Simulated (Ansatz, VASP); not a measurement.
**Two plane-wave programs on H5Pt**

```xyz
6
Lattice="3.4431 0.0000 0.0000 -1.7215 2.9818 0.0000 0.0000 0.0000 5.5876" Properties=species:S:1:pos:R:3 pbc="T T T"
H     1.7215    0.0000    0.0000
H    -0.8608    1.4909    0.0000
H     0.8608    1.4909    0.0000
H     0.0000    1.9879    2.7938
H     1.7215    0.9939    2.7938
Pt    0.0000    0.0000    0.0000
```

Alike in both runs: task relaxation of cell and atoms; functional PBE; k mesh 12 × 12 × 8; occupations gaussian, width 0.1 eV; no spin polarisation.

```csv
,VASP,Ansatz
version,VASP 6.6.1,Ansatz 0.2.0
potentials or method,"VASP PAW PBE potentials, release 64 (H, Pt), cutoff 600 eV","scalar-relativistic, plane waves, PAW"
valence electrons in the cell,15,23
```

VASP gave:

| Quantity | Value |
| --- | --- |
| gap on the k mesh at the Fermi level, each at its own relaxed structure (eV) | none |
| relaxed volume (Å³/atom) | 10.00 |
| relaxed length of the cell vector where the two differ most in proportion (Å) | 5.825 |

**Question.** What did Ansatz give for the same quantities?

**Answer.** gap on the k mesh at the Fermi level, each at its own relaxed structure (eV): none; relaxed volume (Å³/atom): 10.04; relaxed length of the cell vector where the two differ most in proportion (Å): 5.859.

A gap of «none» marks a metal or a gap that the smearing closes. VASP's potentials hold 15 valence electrons a cell and Ansatz's 23, so a difference there can come from the potentials and not from the codes.

Spin-orbit coupling is off throughout.
